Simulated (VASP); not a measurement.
# C (C2/m) in VASP: further runs, part 2 of 2

VASP 6.6.1. The steps go on from the part before.

## Step 3: Electric field gradients, PBE (shortest bond scaled by 0.58)

INCAR reads:

```
PREC = Accurate
ENCUT = 520
EDIFF = 1E-8
ISMEAR = -1
SIGMA = 0.05
LREAL = False
LASPH = True
NELM = 80
ALGO = Normal
ISIF = 2
LWAVE = False
LCHARG = False
GGA = PE
LEFG = True
NBANDS = 11
```

KPOINTS reads:

```
regular mesh
0
Gamma
  16 16 9
```

POSCAR reads:

```
C
1.0
    2.1003865828      0.0000000000      0.0000000000
   -1.0501932914      1.8189881384      0.0000000000
    0.0000000000      0.0000000000      3.4026262641
C
2
Direct
    0.1933333333      0.5966666667      0.1450000000
    0.8066666667      0.4033333333      0.8550000000
```

Potentials or basis: VASP PAW PBE potentials, release 64 (C).

Launch:

```bash
cat potpaw_PBE.64/C/POTCAR > POTCAR
mpirun -np 1 vasp_std > vasp.out
```

OUTCAR:

```text
PREC = Accurate
   ENCUT = 520
   EDIFF = 1E-8
   ISMEAR = -1
   LREAL = False
   LASPH = True
   NELM = 80
   ISIF = 2
   GGA = PE

 ion  position               nearest neighbor table
   1  0.193  0.597  0.145-   2 1.21   2 1.82   2 1.82
   2  0.807  0.403  0.855-   1 1.21   1 1.82   1 1.82

  LATTYP: Found a hexagonal cell.
 ALAT       =     2.1003865828
 C/A-ratio  =     1.6200000000

  Lattice vectors:

 A1 = (   2.1003865828,   0.0000000000,   0.0000000000)
 A2 = (  -1.0501932914,   1.8189881384,   0.0000000000)
 A3 = (   0.0000000000,   0.0000000000,   3.4026262641)

Analysis of symmetry for initial positions (statically):
=====================================================================
 Subroutine PRICEL returns:
 Original cell was already a primitive cell.

 Routine SETGRP: Setting up the symmetry group for a
 hexagonal supercell.

 Subroutine GETGRP returns: Found  4 space group operations
 (whereof  4 operations were pure point group operations)
 out of a pool of 24 trial point group operations.

The static configuration has the point symmetry C_2h.

Analysis of symmetry for dynamics (positions and initial velocities):
=====================================================================
 Subroutine PRICEL returns:
 Original cell was already a primitive cell.

 Routine SETGRP: Setting up the symmetry group for a
 hexagonal supercell.

 Subroutine GETGRP returns: Found  4 space group operations
 (whereof  4 operations were pure point group operations)
 out of a pool of 24 trial point group operations.

The dynamic configuration has the point symmetry C_2h.

 Subroutine INISYM returns: Found  4 space group operations
 (whereof  4 operations are pure point group operations),
 and found     1 'primitive' translations

----------------------------------------------------------------------------------------

                                     Primitive cell

  volume of cell :      13.0000

  direct lattice vectors                    reciprocal lattice vectors
     2.100386583  0.000000000  0.000000000     0.476102832  0.274878098  0.000000000
    -1.050193291  1.818988138  0.000000000     0.000000000  0.549756196  0.000000000
     0.000000000  0.000000000  3.402626264     0.000000000  0.000000000  0.293890637

  length of vectors
     2.100386583  2.100386583  3.402626264     0.549756196  0.549756196  0.293890637

  position of ions in fractional coordinates (direct lattice)
     0.193333333  0.596666667  0.145000000
     0.806666667  0.403333333  0.855000000

  ion indices of the primitive-cell ions
   primitive index   ion index
                 1           1
                 2           2

----------------------------------------------------------------------------------------

 KPOINTS: regular mesh

Automatic generation of k-mesh.
 Grid dimensions read from file:
 generate k-points for:   16   16    9

 Generating k-lattice:

  Cartesian coordinates                     Fractional coordinates (reciprocal lattice)
     0.029756427  0.017179881  0.000000000     0.062500000  0.000000000  0.000000000
[... 72 lines left out ...]
   EMIN   =  10.00;   EMAX   =-10.00  energy-range for DOS
   EFERMI =   0.00;   METHOD = LEGACY
   ISMEAR =    -1;   SIGMA  =   0.05  broadening in eV -4-tet -1-fermi 0-gaus
   EFERMI_NEDOS =   21; number of points for ismear=-14 and -15
   IALGO  =     38    algorithm
   IMIX   =      4    mixing-type and parameters
     AMIX     =   0.40;   BMIX     =  1.00
     AMIX_MAG =   1.60;   BMIX_MAG =  1.00
  volume/ion in A,a.u.               =       6.50        43.86
  Fermi-wavevector in a.u.,A,eV,Ry     =   1.392485  2.631414 26.381875  1.939013
  Thomas-Fermi vector in A             =   2.516223
   LORBIT       =      0    0 simple, 1 ext, 2 COOP (PROOUT), +10 PAW based schemes
   GGA     = PE    functional components
   LHFCALC =     F    Hartree Fock is set to
   AEXX    =    0.0000 exact exchange contribution
   IVDW    =     0    specifies the selected vdW correction
   LEPSILON=     F    determine dielectric tensor
   LRPA    =     F    only Hartree local field effects (RPA)
 non-spin polarized calculation
  energy-cutoff  :      520.00
  volume of cell :       13.00
 maximum number of plane-waves:       360
   NGX =  7   NGY =  7   NGZ = 13

 number of electron       8.0000000 magnetization

 Free energy of the ion-electron system (eV)
  ---------------------------------------------------
  ext. energy  EPLUGINS =         0.00000000
  ---------------------------------------------------
  free energy    TOTEN  =        -9.47781760 eV

  energy without entropy =       -9.47021055  energy(sigma->0) =       -9.47401408

 E-fermi :   7.7373     XC(G=0): -12.6258

 val. band max:        7.7333310923   @ k =   0.5000   0.4375   0.3333
 cond. band min:       7.7378492921   @ k =   0.0000   0.1875   0.1111
 fundamental gap:      0.0045181998
 Fermi energy:         7.7373053974

 k-point     1 :       0.0000    0.0000    0.0000
  band No.  band energies     occupation
      1     -14.9815      2.00000
      2      -0.5892      2.00000
      3       0.9157      2.00000
      4      11.8828      0.00000
      5      13.0474      0.00000
      6      15.7125      0.00000
      7      17.4754      0.00000
      8      28.0458      0.00000
      9      32.1754      0.00000
     10      35.1048      0.00000
     11      36.0113      0.00000
[... 309 lines left out ...]
 k-point    24 :      -0.0625    0.2500    0.0000
  band No.  band energies     occupation
      1     -13.1974      2.00000
      2       0.9697      2.00000
      3       1.9970      2.00000
      4       6.5638      2.00000
      5      10.6648      0.00000
      6      13.7891      0.00000
      7      16.2510      0.00000
      8      26.7335      0.00000
      9      31.7971      0.00000
     10      33.3639      0.00000
     11      35.1919      0.00000

 [... further k-points ...]
[... 5 lines left out ...]
  --------------------------------------------------------------------------------------
  -------------------------------------------------------------------------------------
  Total       10.1452347      8.8702348      8.5528652      1.1041824      3.8218384      6.6196275
  in kB     1250.3434701   1093.2068517   1054.0928285    136.0843033    471.0202156    815.8320841
  external PRESSURE =    1132.5477168 kB  Pullay stress =       0.0000000 kB

 VOLUME and BASIS-vectors are now :
 -----------------------------------------------------------------------------
  energy-cutoff  :      520.00
  volume of cell :       13.00
      direct lattice vectors                 reciprocal lattice vectors
     2.100386583  0.000000000  0.000000000     0.476102832  0.274878098  0.000000000
    -1.050193291  1.818988138  0.000000000     0.000000000  0.549756196  0.000000000
     0.000000000  0.000000000  3.402626264     0.000000000  0.000000000  0.293890637

 POSITION                                       TOTAL-FORCE (eV/Angst)
 -----------------------------------------------------------------------------------
     -0.22054      1.08533      0.49338         5.761795      3.326574      8.782393
      1.27073      0.73366      2.90925        -5.761795     -3.326574     -8.782393
 -----------------------------------------------------------------------------------
    total drift:                                0.000000     -0.000000     -0.000000

  FREE ENERGIE OF THE ION-ELECTRON SYSTEM (eV)
  ---------------------------------------------------
  free  energy   TOTEN  =        -9.4778176023 eV

  energy  without entropy=       -9.4702105521  energy(sigma->0) =       -9.47401408

 Electric field gradients (V/A^2)
---------------------------------------------------------------------
 ion       V_xx      V_yy      V_zz      V_xy      V_xz      V_yz
---------------------------------------------------------------------
   1      17.858    28.210   -46.067    -8.965   -49.981   -28.857
   2      17.858    28.210   -46.067    -8.965   -49.981   -28.857
---------------------------------------------------------------------

 Electric field gradients after diagonalization (V/A^2)
 (convention: |V_zz| > |V_xx| > |V_yy|)
----------------------------------------------------------------------
 ion       V_xx      V_yy      V_zz     asymmetry (V_yy - V_xx)/ V_zz
----------------------------------------------------------------------
   1      48.066    33.386   -81.452       0.180
   2      48.066    33.386   -81.452       0.180
----------------------------------------------------------------------

           NMR quadrupolar parameters

 Cq : quadrupolar parameter    Cq=e*Q*V_zz/h
 eta: asymmetry parameters     (V_yy - V_xx)/ V_zz
 Q  : nuclear electric quadrupole moment in mb (millibarn)
----------------------------------------------------------------------
 ion       Cq(MHz)       eta       Q (mb)
----------------------------------------------------------------------
   1      -0.197       0.180       1.000
   2      -0.197       0.180       1.000
----------------------------------------------------------------------
```

stdout:

```text
POSCAR found type information on POSCAR C
 POSCAR found :  1 types and       2 ions
 scaLAPACK will be used
 LDA part: xc-table for (Slater+PW92), standard interpolation
 POSCAR, INCAR and KPOINTS ok, starting setup
 FFT: planning ... GRIDC
 FFT: planning ... GRID_SOFT
 FFT: planning ... GRID
 WAVECAR not read
 entering main loop
ion   1
     0.0000266     7.2543584    19.2171054    25.3512706    33.2850029     4.1883058
     0.0000367     7.2543584    19.2171053    25.3512705    33.2850027     4.1883058
     0.0000505     7.2543584    19.2171051    25.3512703    33.2850025     4.1883058
     0.0000695     7.2543583    19.2171049    25.3512699    33.2850020     4.1883057

     0.0000266    11.2979968    31.4482884    41.7317607    54.4700334     6.5229015
     0.0000367    11.2979962    31.4482866    41.7317582    54.4700302     6.5229012
     0.0000505    11.2979952    31.4482834    41.7317539    54.4700246     6.5229006
     0.0000695    11.2979934    31.4482779    41.7317466    54.4700152     6.5228995

ion   2
     0.0000266     7.2543584    19.2171054    25.3512706    33.2850029     4.1883058
     0.0000367     7.2543584    19.2171053    25.3512705    33.2850027     4.1883058
     0.0000505     7.2543584    19.2171051    25.3512703    33.2850025     4.1883058
     0.0000695     7.2543583    19.2171049    25.3512699    33.2850020     4.1883057

     0.0000266    11.2979968    31.4482884    41.7317607    54.4700334     6.5229015
     0.0000367    11.2979962    31.4482866    41.7317582    54.4700302     6.5229012
     0.0000505    11.2979952    31.4482834    41.7317539    54.4700246     6.5229006
     0.0000695    11.2979934    31.4482779    41.7317466    54.4700152     6.5228995
```

Run time: 39 s. Hardware: 1 thread of AMD EPYC 9R45 (Zen 5), shared host; peak memory 0.14 GiB.

What came out:

| Item | Value |
| --- | --- |
| Free energy | -9.4778 eV |
| Pressure | 113.3 GPa |
| Largest force | 11.018 eV/Å |
| Band gap on the k mesh | zero (band 4 reaches 13.13 eV, above the bottom of band 5 at 5.90 eV) |

Forces on the atoms (eV/Å):
```
C    5.762  3.327  8.782
C   -5.762 -3.327 -8.782
```

Stress tensor (GPa, compression positive):
```
125.03  13.61  81.58
 13.61 109.32  47.10
 81.58  47.10 105.41
```

Electric field gradients, principal values (V/Å²):
```csv
atom,least,middle,greatest (by size)
1 C,33.386,48.066,-81.452
2 C,33.386,48.066,-81.452
```

Caveat: the cell differs from its parent crystal (shortest bond scaled by 0.58); without QUAD_EFG the Cq values of the log hold for a quadrupole moment of 1 mb, not for the nuclei; forces of over 1 eV/Å act on the atoms, so gaps and moduli don't describe the material at rest.
